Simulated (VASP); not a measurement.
# AlNi3 (Pm-3m) in VASP: further runs

AlNi3 is run at these levels: revPBE+D3(BJ), BLYP+D3(BJ), revPBE+D4, revPBE; tasks: single point, relaxation of cell and atoms.

All numbers are computed with VASP 6.6.1; they aren't measurements. Logs are shortened: lines on timing, memory, paths and dates and some standing lists are left out, and cuts for length are marked.

## 1. The cell of the first run

Symmetry: Pm-3m, No. 221, cubic system. The conventional cell has a = 3.506 Å, b = 3.506 Å, c = 3.506 Å, α = 90.00°, β = 90.00°, γ = 90.00°. Ni (site symmetry 4/mmm) has 8 Ni at 2.48 Å and 4 Al at 2.48 Å within 3.3 Å. Al (site symmetry m-3m) has 12 Ni at 2.48 Å within 3.3 Å.

## 2. Single point, revPBE+D3(BJ), collinear spin, ferromagnetic start

File INCAR:

```
PREC = Accurate
ENCUT = 520
EDIFF = 1E-6
ISMEAR = -1
SIGMA = 0.05
LREAL = F
LASPH = T
NELM = 150
ALGO = Normal
ISIF = 2
LWAVE = F
LCHARG = T
ISPIN = 2
MAGMOM = 1 1 1 0
LORBIT = 11
LMAXMIX = 4
GGA = RE
IVDW = 12
LELF = T
LVHAR = T
NBANDS = 28
```

File KPOINTS:

```
Automatic mesh
0
Gamma
  8 8 8
```

File POSCAR:

```
AlNi3
1.0
    3.5058307126      0.0000000000      0.0000000000
    0.0000000000      3.5058307126      0.0000000000
    0.0000000000      0.0000000000      3.5058307126
Ni Al
3 1
Direct
    0.5000000000      0.5000000000      0.0000000000
    0.5000000000      0.0000000000      0.5000000000
    0.0000000000      0.5000000000      0.5000000000
    0.0000000000      0.0000000000      0.0000000000
```

Potentials or basis: VASP PAW PBE potentials, release 64 (Ni, Al).

On the command line:

```bash
cat potpaw_PBE.64/Ni/POTCAR potpaw_PBE.64/Al/POTCAR > POTCAR
mpirun -np 1 vasp_std > vasp.out
```

OUTCAR:

```text
PREC = Accurate
   ENCUT = 520
   EDIFF = 1E-6
   ISMEAR = -1
   LREAL = F
   LASPH = T
   NELM = 150
   ISIF = 2
   ISPIN = 2
   LORBIT = 11
   GGA = RE
   IVDW = 12
 IVDW          = 12

 ion  position               nearest neighbor table
   1  0.500  0.500  0.000-   2 2.48   3 2.48   4 2.48   2 2.48   3 2.48   2 2.48   4 2.48   2 2.48
                             3 2.48   4 2.48   3 2.48   4 2.48
   2  0.500  0.000  0.500-   1 2.48   3 2.48   4 2.48   1 2.48   4 2.48   1 2.48   3 2.48   1 2.48
                             3 2.48   4 2.48   4 2.48   3 2.48
   3  0.000  0.500  0.500-   1 2.48   2 2.48   4 2.48   1 2.48   4 2.48   2 2.48   4 2.48   4 2.48
                             1 2.48   2 2.48   1 2.48   2 2.48
   4  0.000  0.000  0.000-   1 2.48   2 2.48   3 2.48   2 2.48   3 2.48   1 2.48   3 2.48   3 2.48
                             1 2.48   2 2.48   2 2.48   1 2.48

  LATTYP: Found a simple cubic cell.
 ALAT       =     3.5058307126

  Lattice vectors:

 A1 = (   3.5058307126,   0.0000000000,   0.0000000000)
 A2 = (   0.0000000000,   3.5058307126,   0.0000000000)
 A3 = (   0.0000000000,   0.0000000000,   3.5058307126)

Analysis of symmetry for initial positions (statically):
=====================================================================
 Subroutine PRICEL returns:
 Original cell was already a primitive cell.

 Routine SETGRP: Setting up the symmetry group for a
 simple cubic supercell.

 Subroutine GETGRP returns: Found 48 space group operations
 (whereof 48 operations were pure point group operations)
 out of a pool of 48 trial point group operations.

The static configuration has the point symmetry O_h .

Analysis of symmetry for dynamics (positions and initial velocities):
=====================================================================
 Subroutine PRICEL returns:
 Original cell was already a primitive cell.

 Routine SETGRP: Setting up the symmetry group for a
 simple cubic supercell.

 Subroutine GETGRP returns: Found 48 space group operations
 (whereof 48 operations were pure point group operations)
 out of a pool of 48 trial point group operations.

The dynamic configuration has the point symmetry O_h .

Analysis of structural, dynamic, and magnetic symmetry:
=====================================================================
 Subroutine PRICEL returns:
 Original cell was already a primitive cell.

 Routine SETGRP: Setting up the symmetry group for a
 simple cubic supercell.

 Subroutine GETGRP returns: Found 48 space group operations
 (whereof 48 operations were pure point group operations)
 out of a pool of 48 trial point group operations.

The overall configuration has the point symmetry O_h .

 Subroutine INISYM returns: Found 48 space group operations
 (whereof 48 operations are pure point group operations),
 and found     1 'primitive' translations

----------------------------------------------------------------------------------------

                                     Primitive cell

  volume of cell :      43.0896

  direct lattice vectors                    reciprocal lattice vectors
     3.505830713  0.000000000  0.000000000     0.285239101  0.000000000  0.000000000
     0.000000000  3.505830713  0.000000000     0.000000000  0.285239101  0.000000000
     0.000000000  0.000000000  3.505830713     0.000000000  0.000000000  0.285239101

  length of vectors
     3.505830713  3.505830713  3.505830713     0.285239101  0.285239101  0.285239101

  position of ions in fractional coordinates (direct lattice)
     0.500000000  0.500000000  0.000000000
     0.500000000  0.000000000  0.500000000
     0.000000000  0.500000000  0.500000000
     0.000000000  0.000000000  0.000000000

  ion indices of the primitive-cell ions
   primitive index   ion index
                 1           1
                 2           2
                 3           3
                 4           4

----------------------------------------------------------------------------------------

 KPOINTS: Automatic mesh

Automatic generation of k-mesh.
 Grid dimensions read from file:
 generate k-points for:    8    8    8

 Generating k-lattice:

  Cartesian coordinates                     Fractional coordinates (reciprocal lattice)
     0.035654888  0.000000000  0.000000000     0.125000000  0.000000000  0.000000000
     0.000000000  0.035654888  0.000000000     0.000000000  0.125000000  0.000000000
     0.000000000  0.000000000  0.035654888     0.000000000  0.000000000  0.125000000

  Length of vectors
     0.035654888  0.035654888  0.035654888

  Shift w.r.t. Gamma in fractional coordinates (k-lattice)
     0.000000000  0.000000000  0.000000000

 Subroutine IBZKPT returns following result:
 ===========================================

 Found     35 irreducible k-points:

 Following reciprocal coordinates:
            Coordinates               Weight
  0.000000  0.000000  0.000000      1.000000
  0.125000  0.000000  0.000000      6.000000
  0.250000  0.000000  0.000000      6.000000
  0.375000  0.000000  0.000000      6.000000
  0.500000  0.000000  0.000000      3.000000
  0.125000  0.125000  0.000000     12.000000
[... 16 lines left out ...]
  0.375000  0.375000  0.125000     24.000000
  0.500000  0.375000  0.125000     24.000000
 [... further k-points ...]
   k-points           NKPTS =     35   k-points in BZ     NKDIM =     35   number of bands    NBANDS=     28
   number of dos      NEDOS =    301   number of ions     NIONS =      4
   total plane-waves  NPLWV =  21952
   dimension x,y,z NGX =    28 NGY =   28 NGZ =   28
   dimension x,y,z NGXF=    56 NGYF=   56 NGZF=   56
   ions per type =               3   1
   NGX,Y,Z   is equivalent  to a cutoff of  13.28, 13.28, 13.28 a.u.
   NGXF,Y,Z  is equivalent  to a cutoff of  26.56, 26.56, 26.56 a.u.
 SYSTEM =  unknown system
   PREC   = accura    normal or accurate (medium, high low for compatibility)
   ISTART =      0    job   : 0-new  1-cont  2-samecut
   ICHARG =      2    charge: 1-file 2-atom 10-const
   ISPIN  =      2    spin polarized calculation?
   LNONCOLLINEAR =      F non collinear calculations
   LSORBIT =      F    spin-orbit coupling
   LASPH  =      T    aspherical Exc in radial PAW
   ENCUT  =  520.0 eV  38.22 Ry    6.18 a.u.   6.52  6.52  6.52*2*pi/ulx,y,z
   NELM   =    150;   NELMIN=  2; NELMDL= -5     # of ELM steps
   EDIFF  = 0.1E-05   stopping-criterion for ELM
   LREAL  =      F    real-space projection
   EDIFFG = 0.1E-04   stopping-criterion for IOM
   NSW    =      0    number of steps for IOM
   IBRION =     -1    ionic relax: 0-MD 1-quasi-New 2-CG
   NFREE  =      0    steps in history (QN), initial steepest desc. (CG)
   ISIF   =      2    stress and relaxation
   ISYM   =      2    0-nonsym 1-usesym 2-fastsym
   POTIM  = 0.5000    time-step for ionic-motion
   TEBEG  =    0.0;   TEEND  =   0.0 temperature during run
   PSTRESS=    0.0 pullay stress
   NELECT =      33.0000    total number of electrons
   NUPDOWN=      -1.0000    fix difference up-down
   EMIN   =  10.00;   EMAX   =-10.00  energy-range for DOS
   EFERMI =   0.00;   METHOD = LEGACY
   ISMEAR =    -1;   SIGMA  =   0.05  broadening in eV -4-tet -1-fermi 0-gaus
   EFERMI_NEDOS =   21; number of points for ismear=-14 and -15
   IALGO  =     38    algorithm
   IMIX   =      4    mixing-type and parameters
     AMIX     =   0.40;   BMIX     =  1.00
     AMIX_MAG =   1.60;   BMIX_MAG =  1.00
  volume/ion in A,a.u.               =      10.77        72.70
  Fermi-wavevector in a.u.,A,eV,Ry     =   1.497805  2.830441 30.523569  2.243419
  Thomas-Fermi vector in A             =   2.609645
   LORBIT       =     11    0 simple, 1 ext, 2 COOP (PROOUT), +10 PAW based schemes
   GGA     = RE    functional components
   LHFCALC =     F    Hartree Fock is set to
   AEXX    =    0.0000 exact exchange contribution
   IVDW    =    12    specifies the selected vdW correction
   LEPSILON=     F    determine dielectric tensor
   LRPA    =     F    only Hartree local field effects (RPA)
 spin polarized calculation
  energy-cutoff  :      520.00
  volume of cell :       43.09
 maximum number of plane-waves:      1189
 NGX is ok and might be reduce to    28
   NGX = 13   NGY = 13   NGZ = 13

 number of electron      32.9999978 magnetization       0.6736459

 Free energy of the ion-electron system (eV)
  ---------------------------------------------------
  ext. energy  EPLUGINS =         0.00000000
  ---------------------------------------------------
  free energy    TOTEN  =       -20.31777531 eV

  energy without entropy =      -20.28864668  energy(sigma->0) =      -20.30321100

 E-fermi :  10.2357     XC(G=0): -12.8586

 val. band max:       10.2293957405   @ k =   0.5000   0.5000   0.3750
 cond. band min:      10.2369763663   @ k =   0.2500   0.1250   0.1250
 fundamental gap:      0.0075806258
 Fermi energy:        10.2356682647

 spin component 1

 k-point     1 :       0.0000    0.0000    0.0000
  band No.  band energies     occupation
      1      -0.0314      1.00000
      2       5.6717      1.00000
      3       6.3659      1.00000
      4       6.3659      1.00000
      5       6.7456      1.00000
      6       6.7456      1.00000
[... 733 lines left out ...]
     27      25.4146      0.00000
     28      25.7139      0.00000

 [... further k-points ...]

 spin component 2

 k-point     1 :       0.0000    0.0000    0.0000
  band No.  band energies     occupation
      1      -0.0636      1.00000
      2       5.7439      1.00000
      3       6.5098      1.00000
      4       6.5098      1.00000
      5       7.0188      1.00000
      6       7.0188      1.00000
[... 733 lines left out ...]
     27      25.3863      0.00000
     28      25.7346      0.00000

 [... further k-points ...]

------------------------ aborting loop because EDIFF is reached ----------------------------------------

 Edisp (eV)   -3.69174

 E8    (eV) :    -2.5897

  FORCE on cell =-STRESS in cart. coord.  units (eV):
  Direction    XX          YY          ZZ          XY          YZ          ZX
  --------------------------------------------------------------------------------------
  -------------------------------------------------------------------------------------
  Total       0.01705     0.01705     0.01705    -0.00000     0.00000    -0.00000
  in kB       0.63414     0.63414     0.63414    -0.00000     0.00000    -0.00000
  external pressure =        0.63 kB  Pullay stress =        0.00 kB

 VOLUME and BASIS-vectors are now :
 -----------------------------------------------------------------------------
  energy-cutoff  :      520.00
  volume of cell :       43.09
      direct lattice vectors                 reciprocal lattice vectors
     3.505830713  0.000000000  0.000000000     0.285239101  0.000000000  0.000000000
     0.000000000  3.505830713  0.000000000     0.000000000  0.285239101  0.000000000
     0.000000000  0.000000000  3.505830713     0.000000000  0.000000000  0.285239101

 POSITION                                       TOTAL-FORCE (eV/Angst)
 -----------------------------------------------------------------------------------
      1.75292      1.75292      0.00000         0.000000      0.000000      0.000000
      1.75292      0.00000      1.75292         0.000000      0.000000      0.000000
      0.00000      1.75292      1.75292         0.000000      0.000000      0.000000
      0.00000      0.00000      0.00000         0.000000      0.000000      0.000000
 -----------------------------------------------------------------------------------
    total drift:                                0.000000      0.000000      0.000000

  FREE ENERGIE OF THE ION-ELECTRON SYSTEM (eV)
  ---------------------------------------------------
  free  energy   TOTEN  =       -24.0095161405 eV

  energy  without entropy=      -23.9803875018  energy(sigma->0) =      -23.99495182

 total charge

# of ion       s       p       d       tot
------------------------------------------
    1        0.513   0.559   8.399   9.471
    2        0.513   0.559   8.399   9.471
    3        0.513   0.559   8.399   9.471
    4        0.417   0.413   0.000   0.830
--------------------------------------------------
tot          1.956   2.091  25.197  29.243

 magnetization (x)

# of ion       s       p       d       tot
------------------------------------------
    1       -0.003  -0.010   0.251   0.239
    2       -0.003  -0.010   0.251   0.239
    3       -0.003  -0.010   0.251   0.239
    4       -0.001  -0.008   0.000  -0.008
--------------------------------------------------
tot         -0.010  -0.036   0.754   0.708
```

Wall time 49 s (1 thread of AMD EPYC 9R45 (Zen 5), shared host); peak memory 0.19 GiB.

Results:

```yaml
Free_energy: -24.0095 eV
Pressure: 0.1 GPa
Net_moment: 0.67 μB per cell
Site_moments: Ni +0.24; Al -0.01 μB
Valence_electrons_inside_the_program's_atomic_spheres: Ni 9.47; Al 0.83
Dispersion_energy_per_atom: -0.923 eV
```

Caveat: the PAW data sets were made with another functional, which shifts forces and pressure a little.

## 3. Single point, BLYP+D3(BJ), collinear spin, ferromagnetic start

This run uses another cell than the first one, of 10.83 Å³/atom.

File INCAR:

```
PREC = Accurate
ENCUT = 520
EDIFF = 1E-6
ISMEAR = -1
SIGMA = 0.05
LREAL = False
LASPH = True
NELM = 150
ALGO = Normal
ISIF = 2
LWAVE = False
LCHARG = True
ISPIN = 2
MAGMOM = 1 1 1 0
LORBIT = 11
LMAXMIX = 4
GGA = B5
ALDAX = 1.0
AGGAX = 1.0
AGGAC = 1.0
ALDAC = 0.0
IVDW = 12
VDW_S6 = 1.0
VDW_S8 = 2.6996
VDW_A1 = 0.4298
VDW_A2 = 4.2359
LELF = True
LVHAR = True
NBANDS = 28
```

KPOINTS is that of step 2.

File POSCAR:

```
AlNi3
1.0
    3.5117442400      0.0000000000      0.0000000000
    0.0000000000      3.5117442400      0.0000000000
    0.0000000000      0.0000000000      3.5117442400
Ni Al
3 1
Direct
    0.5000000000      0.5000000000      0.0000000000
    0.5000000000      0.0000000000      0.5000000000
    0.0000000000      0.5000000000      0.5000000000
    0.0000000000      0.0000000000      0.0000000000
```

Potentials or basis: VASP PAW PBE potentials, release 64 (Ni, Al).

On the command line:

```bash
cat potpaw_PBE.64/Ni/POTCAR potpaw_PBE.64/Al/POTCAR > POTCAR
mpirun -np 1 vasp_std > vasp.out
```

Wall time 67 s (1 thread of AMD EPYC 9R45 (Zen 5), shared host); peak memory 0.19 GiB.

Results (log left out):

```
Free energy                                           : -22.4293 eV
Pressure                                              : 0.3 GPa
Net moment                                            : 0.59 μB per cell
Site moments                                          : Ni +0.21; Al -0.01 μB
Valence electrons inside the program's atomic spheres : Ni 9.51; Al 0.81
Dispersion energy per atom                            : -1.090 eV
```

Levels at points of the mesh, in eV from the Fermi level:
Spin up:
```
           k point  band 13  band 14  band 15  band 16  band 17  band 18  band 19  band 20  band 21  band 22
(0.00, 0.00, 0.00)    -0.24    -0.02    -0.02    -0.02     0.97     0.97     0.97     6.89     6.89     7.68
(0.50, 0.00, 0.00)    -1.26    -1.23    -1.08    -0.53    -0.02     5.75     5.75     5.82     5.82     6.77
(0.50, 0.50, 0.00)    -1.38    -1.25    -1.01    -0.99    -0.57     0.94     0.94     8.44     8.44     8.49
(0.50, 0.50, 0.50)    -1.38    -1.12    -1.12    -0.22    -0.22    -0.22     0.00     3.62     4.25     4.25
```
Spin down:
```csv
k point,band 14,band 15,band 16,band 17,band 18,band 19
"(0.00, 0.00, 0.00)",0.33,0.33,0.33,0.95,0.95,0.95
"(0.50, 0.00, 0.00)",-1.01,-0.90,-0.39,0.34,5.80,5.80
"(0.50, 0.50, 0.00)",-1.16,-0.87,-0.65,-0.46,1.18,1.18
"(0.50, 0.50, 0.50)",-0.98,-0.98,0.00,0.08,0.08,0.08
```

Caveat: the PAW data sets were made with another functional, which shifts forces and pressure a little.

## 4. Single point, revPBE+D4, collinear spin, ferromagnetic start

This run uses another cell than the first one, of 10.91 Å³/atom.

File INCAR:

```
PREC     = Accurate       # precision mode
ENCUT    = 520            # plane-wave cutoff, eV
EDIFF    = 1E-6           # SCF threshold, eV
ISMEAR   = -1             # smearing method
SIGMA    = 0.05           # smearing width, eV
LREAL    = False          # projectors in reciprocal space
LASPH    = True           # aspherical terms in the spheres
NELM     = 150            # most SCF steps
ALGO     = Normal         # electronic algorithm
ISIF     = 2              # what is computed and relaxed
LWAVE    = False          # write WAVECAR
LCHARG   = False          # write CHGCAR
ISPIN    = 2              # spin polarisation
MAGMOM   = 1 1 1 0        # initial moments
LORBIT   = 11             # projections on sites
LMAXMIX  = 4              # l up to which the mixer works
GGA      = RE             # functional
IVDW     = 13             # dispersion correction
NBANDS   = 28             # bands
```

KPOINTS is that of step 3.

File POSCAR:

```
AlNi3
1.0
    3.5204955179      0.0000000000      0.0000000000
    0.0000000000      3.5204955179      0.0000000000
    0.0000000000      0.0000000000      3.5204955179
Ni Al
3 1
Direct
    0.5000000000      0.5000000000      0.0000000000
    0.5000000000      0.0000000000      0.5000000000
    0.0000000000      0.5000000000      0.5000000000
    0.0000000000      0.0000000000      0.0000000000
```

On the command line:

```bash
cat potpaw_PBE.64/Ni/POTCAR potpaw_PBE.64/Al/POTCAR > POTCAR
mpirun -np 1 vasp_std > vasp.out
```

Wall time 49 s (1 thread of AMD EPYC 9R45 (Zen 5), shared host); peak memory 0.18 GiB.

The run converged. Its results:

* Free energy: -23.5621 eV
* Pressure: 0.0 GPa
* Net moment: 0.68 μB per cell
* Site moments: Ni +0.24; Al -0.01 μB
* Valence electrons inside the program's atomic spheres: Ni 9.45; Al 0.82
* Dispersion energy per atom: -0.800 eV

Levels at points of the mesh, in eV from the Fermi level:
Spin up:
```tsv
k point	band 13	band 14	band 15	band 16	band 17	band 18	band 19	band 20	band 21	band 22
(0.00, 0.00, 0.00)	-0.26	-0.07	-0.07	-0.07	0.88	0.88	0.88	6.73	6.73	7.63
(0.50, 0.00, 0.00)	-1.26	-1.21	-1.08	-0.52	-0.07	5.67	5.67	5.69	5.69	6.52
(0.50, 0.50, 0.00)	-1.35	-1.23	-1.01	-1.00	-0.60	0.88	0.88	8.31	8.31	8.40
(0.50, 0.50, 0.50)	-1.34	-1.10	-1.10	-0.25	-0.25	-0.25	-0.22	3.61	4.19	4.19
```
Spin down:
```tsv
k point	band 14	band 15	band 16	band 17	band 18	band 19
(0.00, 0.00, 0.00)	0.36	0.36	0.36	0.84	0.84	0.84
(0.50, 0.00, 0.00)	-0.96	-0.85	-0.34	0.36	5.72	5.72
(0.50, 0.50, 0.00)	-1.13	-0.82	-0.61	-0.47	1.17	1.17
(0.50, 0.50, 0.50)	-0.93	-0.93	-0.24	0.11	0.11	0.11
```

Caveat: the PAW data sets were made with another functional, which shifts forces and pressure a little.

(Part 1 of 2 ends here.)
